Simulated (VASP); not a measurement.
Wanted: the native input for a VASP 6.6.1 run.

```yaml
Task: single point
Functional: PBEsol
Potentials_or_basis: VASP PAW PBE potentials, release 64 (Bi_d)
Cutoff: 520 eV
k_mesh: 12 × 12 × 6
Occupations: fermi-dirac, width 0.1 eV
Spin: no spin polarisation
Dipole_correction: no
Further_INCAR_settings: ALGO = Normal; EDIFF = 1e-06; NBANDS = 22
```

The structure of Bi lies in POSCAR:

```
Bi
1.0
    3.3399650222      0.0000000000      0.0000000000
   -1.6699825111      2.8924945570      0.0000000000
    0.0000000000      0.0000000000      5.4769377271
Bi
2
Direct
    0.3333333333      0.6666666667      0.2500000000
    0.6666666667      0.3333333333      0.7500000000
```

This isn't the form of Bi at room conditions, which is rhombohedral.

These files were run (other wordings do the same):

INCAR

```
PREC = Accurate
ENCUT = 520
EDIFF = 1E-6
ISMEAR = -1
SIGMA = 0.1
LREAL = F
LASPH = T
NELM = 60
ALGO = Normal
ISIF = 2
LWAVE = F
LCHARG = F
GGA = PS
NBANDS = 22
```

KPOINTS

```
Automatic mesh
0
Gamma
  12 12 6
```

Potentials or basis: VASP PAW PBE potentials, release 64 (Bi_d).

Launch:

```bash
$ cat potpaw_PBE.64/Bi_d/POTCAR > POTCAR
$ mpirun -np 1 vasp_std > vasp.out
```

Results of the run:

```json
{
 "Pressure": "10.1 GPa",
 "Band gap on the k mesh": "zero (bands 15 and 16 overlap by 8.48 eV)"
}
```

Caveat: the cell stands under pressure; the PAW data sets were made with another functional, which shifts forces and pressure a little; spin-orbit coupling is left out, which moves the levels of the heavy elements.

Run time: 38 s on 1 thread of Intel(R) Xeon(R) 6975P-C (Granite Rapids), with other jobs on the host, peak memory 0.21 GiB.
